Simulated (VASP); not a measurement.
# SnSe2 (P-3m1) in VASP: a series of runs

Runs on SnSe2. Level: PBE. Tasks: single point.

Program: VASP 6.6.1. These are calculated values, not measurements. Logs are shortened: lines on timing, memory, paths and dates and some standing lists are left out, and cuts for length are marked.

## 1. The cell of the first run

The structure is trigonal, space group P-3m1 (No. 164). Conventional cell: a = 3.749 Å, b = 3.749 Å, c = 6.103 Å, α = 90.00°, β = 90.00°, γ = 120.00°. Sn (site symmetry -3m) has 6 Se at 2.69 Å within 3.5 Å. Within 3.5 Å of Se (site symmetry 3m) lie 3 Sn at 2.69 Å.

## 2. Single point, PBE (strain -2.0%)

Input file INCAR:

```
SYSTEM = SnSe2
PREC = Accurate
ENCUT = 520
EDIFF = 1E-6
ISMEAR = -1
SIGMA = 0.02
LREAL = .FALSE.
LASPH = .TRUE.
NELM = 100
ALGO = Normal
ISIF = 2
LWAVE = .FALSE.
LCHARG = .FALSE.
GGA = PE
NBANDS = 20
```

Input file KPOINTS:

```
Automatic mesh
0
G
  12 12 4
  0 0 0
```

Input file POSCAR:

```
SnSe2
1.0
    3.7486463432      0.0000000000      0.0000000000
   -1.8743231716      3.2464229631      0.0000000000
    0.0000000000      0.0000000000      6.1025374831
Sn Se
1 2
Direct
    0.0000000000      0.0000000000      0.0000000000
    0.3333333333      0.6666666667      0.2611725953
    0.6666666667      0.3333333333      0.7388274047
```

Potentials or basis: VASP PAW PBE potentials, release 64 (Sn_d, Se).

Command:

```
> cat potpaw_PBE.64/Sn_d/POTCAR potpaw_PBE.64/Se/POTCAR > POTCAR
> mpirun -np 1 vasp_std > vasp.out
```

OUTCAR:

```text
SYSTEM = SnSe2
   PREC = Accurate
   ENCUT = 520
   EDIFF = 1E-6
   ISMEAR = -1
   LREAL = .FALSE.
   LASPH = .TRUE.
   NELM = 100
   ISIF = 2
   GGA = PE

 ion  position               nearest neighbor table
   1  0.000  0.000  0.000-   2 2.69   3 2.69   3 2.69   2 2.69   3 2.69   2 2.69
   2  0.333  0.667  0.261-   1 2.69   1 2.69   1 2.69
   3  0.667  0.333  0.739-   1 2.69   1 2.69   1 2.69

  LATTYP: Found a hexagonal cell.
 ALAT       =     3.7486463432
 C/A-ratio  =     1.6279309714

  Lattice vectors:

 A1 = (   3.7486463432,   0.0000000000,   0.0000000000)
 A2 = (  -1.8743231716,   3.2464229631,   0.0000000000)
 A3 = (   0.0000000000,   0.0000000000,   6.1025374831)

Analysis of symmetry for initial positions (statically):
=====================================================================
 Subroutine PRICEL returns:
 Original cell was already a primitive cell.

 Routine SETGRP: Setting up the symmetry group for a
 hexagonal supercell.

 Subroutine GETGRP returns: Found 12 space group operations
 (whereof 12 operations were pure point group operations)
 out of a pool of 24 trial point group operations.

The static configuration has the point symmetry D_3d.

Analysis of symmetry for dynamics (positions and initial velocities):
=====================================================================
 Subroutine PRICEL returns:
 Original cell was already a primitive cell.

 Routine SETGRP: Setting up the symmetry group for a
 hexagonal supercell.

 Subroutine GETGRP returns: Found 12 space group operations
 (whereof 12 operations were pure point group operations)
 out of a pool of 24 trial point group operations.

The dynamic configuration has the point symmetry D_3d.

 Subroutine INISYM returns: Found 12 space group operations
 (whereof 12 operations are pure point group operations),
 and found     1 'primitive' translations

----------------------------------------------------------------------------------------

                                     Primitive cell

  volume of cell :      74.2660

  direct lattice vectors                    reciprocal lattice vectors
     3.748646343  0.000000000  0.000000000     0.266762961  0.154015668  0.000000000
    -1.874323172  3.246422963  0.000000000     0.000000000  0.308031335  0.000000000
     0.000000000  0.000000000  6.102537483     0.000000000  0.000000000  0.163866261

  length of vectors
     3.748646343  3.748646343  6.102537483     0.308031335  0.308031335  0.163866261

  position of ions in fractional coordinates (direct lattice)
     0.000000000  0.000000000  0.000000000
     0.333333333  0.666666667  0.261172595
     0.666666667  0.333333333  0.738827405

  ion indices of the primitive-cell ions
   primitive index   ion index
                 1           1
                 2           2
                 3           3

----------------------------------------------------------------------------------------

 KPOINTS: Automatic mesh

Automatic generation of k-mesh.
 Grid dimensions read from file:
 generate k-points for:   12   12    4

 Generating k-lattice:

  Cartesian coordinates                     Fractional coordinates (reciprocal lattice)
     0.022230247  0.012834639  0.000000000     0.083333333  0.000000000  0.000000000
     0.000000000  0.025669278  0.000000000     0.000000000  0.083333333  0.000000000
     0.000000000  0.000000000  0.040966565     0.000000000  0.000000000  0.250000000

  Length of vectors
     0.025669278  0.025669278  0.040966565

  Shift w.r.t. Gamma in fractional coordinates (k-lattice)
     0.000000000  0.000000000  0.000000000

 Subroutine IBZKPT returns following result:
 ===========================================

 Found     69 irreducible k-points:

 Following reciprocal coordinates:
            Coordinates               Weight
  0.000000  0.000000  0.000000      1.000000
  0.083333  0.000000  0.000000      6.000000
  0.166667 -0.000000  0.000000      6.000000
  0.250000  0.000000  0.000000      6.000000
  0.333333  0.000000  0.000000      6.000000
  0.416667  0.000000  0.000000      6.000000
[... 16 lines left out ...]
  0.166667 -0.000000  0.250000      6.000000
  0.000000  0.166667  0.250000      6.000000
 [... further k-points ...]
   k-points           NKPTS =     69   k-points in BZ     NKDIM =     69   number of bands    NBANDS=     20
   number of dos      NEDOS =    301   number of ions     NIONS =      3
   total plane-waves  NPLWV =  37632
   dimension x,y,z NGX =    28 NGY =   28 NGZ =   48
   dimension x,y,z NGXF=    56 NGYF=   56 NGZF=   96
   ions per type =               1   2
   NGX,Y,Z   is equivalent  to a cutoff of  12.42, 12.42, 13.08 a.u.
   NGXF,Y,Z  is equivalent  to a cutoff of  24.84, 24.84, 26.15 a.u.
 SYSTEM =  SnSe2
   PREC   = accura    normal or accurate (medium, high low for compatibility)
   ISTART =      0    job   : 0-new  1-cont  2-samecut
   ICHARG =      2    charge: 1-file 2-atom 10-const
   ISPIN  =      1    spin polarized calculation?
   LNONCOLLINEAR =      F non collinear calculations
   LSORBIT =      F    spin-orbit coupling
   LASPH  =      T    aspherical Exc in radial PAW
   ENCUT  =  520.0 eV  38.22 Ry    6.18 a.u.   6.97  6.97 11.35*2*pi/ulx,y,z
   NELM   =    100;   NELMIN=  2; NELMDL= -5     # of ELM steps
   EDIFF  = 0.1E-05   stopping-criterion for ELM
   LREAL  =      F    real-space projection
   EDIFFG = 0.1E-04   stopping-criterion for IOM
   NSW    =      0    number of steps for IOM
   IBRION =     -1    ionic relax: 0-MD 1-quasi-New 2-CG
   NFREE  =      0    steps in history (QN), initial steepest desc. (CG)
   ISIF   =      2    stress and relaxation
   ISYM   =      2    0-nonsym 1-usesym 2-fastsym
   POTIM  = 0.5000    time-step for ionic-motion
   TEBEG  =    0.0;   TEEND  =   0.0 temperature during run
   PSTRESS=    0.0 pullay stress
   NELECT =      26.0000    total number of electrons
   NUPDOWN=      -1.0000    fix difference up-down
   EMIN   =  10.00;   EMAX   =-10.00  energy-range for DOS
   EFERMI =   0.00;   METHOD = LEGACY
   ISMEAR =    -1;   SIGMA  =   0.02  broadening in eV -4-tet -1-fermi 0-gaus
   EFERMI_NEDOS =   21; number of points for ismear=-14 and -15
   IALGO  =     38    algorithm
   IMIX   =      4    mixing-type and parameters
     AMIX     =   0.40;   BMIX     =  1.00
     AMIX_MAG =   1.60;   BMIX_MAG =  1.00
  volume/ion in A,a.u.               =      24.76       167.06
  Fermi-wavevector in a.u.,A,eV,Ry     =   1.153814  2.180393 18.113267  1.331288
  Thomas-Fermi vector in A             =   2.290456
   LORBIT       =      0    0 simple, 1 ext, 2 COOP (PROOUT), +10 PAW based schemes
   GGA     = PE    functional components
   LHFCALC =     F    Hartree Fock is set to
   AEXX    =    0.0000 exact exchange contribution
   IVDW    =     0    specifies the selected vdW correction
   LEPSILON=     F    determine dielectric tensor
   LRPA    =     F    only Hartree local field effects (RPA)
 non-spin polarized calculation
  energy-cutoff  :      520.00
  volume of cell :       74.27
 maximum number of plane-waves:      2016
   NGX = 13   NGY = 13   NGZ = 23

 number of electron      25.9999996 magnetization

 Free energy of the ion-electron system (eV)
  ---------------------------------------------------
  ext. energy  EPLUGINS =         0.00000000
  ---------------------------------------------------
  free energy    TOTEN  =       -11.72735133 eV

  energy without entropy =      -11.72735133  energy(sigma->0) =      -11.72735133

 E-fermi :   4.9936     XC(G=0):  -9.6929

 val. band max:        4.6415425848   @ k =   0.0833   0.0833   0.0000
 cond. band min:       5.3264479448   @ k =   0.5000   0.0000   0.5000
 fundamental gap:      0.6849053600
 Fermi energy:         4.9935596114

 k-point     1 :       0.0000    0.0000    0.0000
  band No.  band energies     occupation
      1     -16.6739      2.00000
      2     -16.6739      2.00000
      3     -16.6270      2.00000
      4     -16.6138      2.00000
      5     -16.6138      2.00000
      6      -9.4769      2.00000
[... 12 lines left out ...]
     19      13.7491      0.00000
     20      13.7491      0.00000

 k-point     2 :       0.0833    0.0000    0.0000
  band No.  band energies     occupation
      1     -16.6771      2.00000
      2     -16.6706      2.00000
      3     -16.6247      2.00000
      4     -16.6162      2.00000
      5     -16.6137      2.00000
      6      -9.4041      2.00000
[... 12 lines left out ...]
     19      12.9600      0.00000
     20      13.8212      0.00000

 k-point     3 :       0.1667   -0.0000    0.0000
  band No.  band energies     occupation
      1     -16.6868      2.00000
      2     -16.6622      2.00000
      3     -16.6236      2.00000
      4     -16.6166      2.00000
      5     -16.6128      2.00000
      6      -9.1901      2.00000
[... 12 lines left out ...]
     19      12.8156      0.00000
     20      13.9749      0.00000

 k-point     4 :       0.2500    0.0000    0.0000
  band No.  band energies     occupation
      1     -16.7016      2.00000
      2     -16.6531      2.00000
      3     -16.6308      2.00000
      4     -16.6093      2.00000
      5     -16.6068      2.00000
      6      -8.8508      2.00000
[... 12 lines left out ...]
     19      13.0103      0.00000
     20      14.4070      0.00000

 k-point     5 :       0.3333    0.0000    0.0000
  band No.  band energies     occupation
      1     -16.7174      2.00000
      2     -16.6473      2.00000
      3     -16.6375      2.00000
      4     -16.6022      2.00000
      5     -16.5965      2.00000
      6      -8.4225      2.00000
[... 12 lines left out ...]
     19      13.8641      0.00000
     20      14.6306      0.00000
[... 353 lines left out ...]
      6      -9.2995      2.00000
[... 12 lines left out ...]
     19      12.7201      0.00000
     20      13.6810      0.00000

 k-point    22 :       0.0000    0.0833    0.2500
  band No.  band energies     occupation
      1     -16.6771      2.00000
      2     -16.6706      2.00000
      3     -16.6246      2.00000
      4     -16.6162      2.00000
      5     -16.6137      2.00000
      6      -9.2994      2.00000
[... 12 lines left out ...]
     19      12.6600      0.00000
     20      13.3541      0.00000

 k-point    23 :       0.1667   -0.0000    0.2500
  band No.  band energies     occupation
      1     -16.6868      2.00000
      2     -16.6622      2.00000
      3     -16.6236      2.00000
      4     -16.6166      2.00000
      5     -16.6128      2.00000
      6      -9.0877      2.00000
[... 12 lines left out ...]
     19      12.8854      0.00000
     20      13.8609      0.00000

 k-point    24 :       0.0000    0.1667    0.2500
  band No.  band energies     occupation
      1     -16.6868      2.00000
      2     -16.6623      2.00000
      3     -16.6236      2.00000
      4     -16.6165      2.00000
      5     -16.6128      2.00000
      6      -9.0871      2.00000
[... 12 lines left out ...]
     19      12.5658      0.00000
     20      13.6130      0.00000

 [... further k-points ...]
[... 5 lines left out ...]
  --------------------------------------------------------------------------------------
  -------------------------------------------------------------------------------------
  Total        2.9758383      2.9758383      2.1957911     -0.0000000      0.0000000     -0.0000000
  in kB       64.1992390     64.1992390     47.3708926     -0.0000000      0.0000000     -0.0000000
  external PRESSURE =      58.5897902 kB  Pullay stress =       0.0000000 kB

 VOLUME and BASIS-vectors are now :
 -----------------------------------------------------------------------------
  energy-cutoff  :      520.00
  volume of cell :       74.27
      direct lattice vectors                 reciprocal lattice vectors
     3.748646343  0.000000000  0.000000000     0.266762961  0.154015668  0.000000000
    -1.874323172  3.246422963  0.000000000     0.000000000  0.308031335  0.000000000
     0.000000000  0.000000000  6.102537483     0.000000000  0.000000000  0.163866261

 POSITION                                       TOTAL-FORCE (eV/Angst)
 -----------------------------------------------------------------------------------
      0.00000      0.00000      0.00000        -0.000000      0.000000      0.000000
     -0.00000      2.16428      1.59382         0.000000     -0.000000      0.309994
      1.87432      1.08214      4.50872        -0.000000      0.000000     -0.309994
 -----------------------------------------------------------------------------------
    total drift:                                0.000000     -0.000000     -0.000000

  FREE ENERGIE OF THE ION-ELECTRON SYSTEM (eV)
  ---------------------------------------------------
  free  energy   TOTEN  =       -11.7273513307 eV

  energy  without entropy=      -11.7273513297  energy(sigma->0) =      -11.72735133
```

It took 56 s on 1 thread of Intel Xeon Platinum 8488C (Sapphire Rapids), shared host; peak memory 0.25 GiB.

What came out:

| Item | Value |
| --- | --- |
| Free energy | -11.7274 eV |
| Pressure | 5.9 GPa |
| Largest force | 0.310 eV/Å |
| Band gap on the k mesh | 0.68 eV, indirect (least direct gap 1.21 eV) |

Forces on the atoms (eV/Å):
```
Sn   0.000  0.000  0.000
Se   0.000  0.000  0.310
Se   0.000  0.000 -0.310
```

Stress tensor (GPa, compression positive):
```
6.42 0.00 0.00
0.00 6.42 0.00
0.00 0.00 4.74
```

Caveat: the cell differs from its parent crystal (strain -2.0%); spin-orbit coupling is left out, which moves the levels of the heavy elements; this functional lacks dispersion, which binds the layers, so the pressure and a relaxed spacing across them are unreliable.

[end of part 1 of 2]
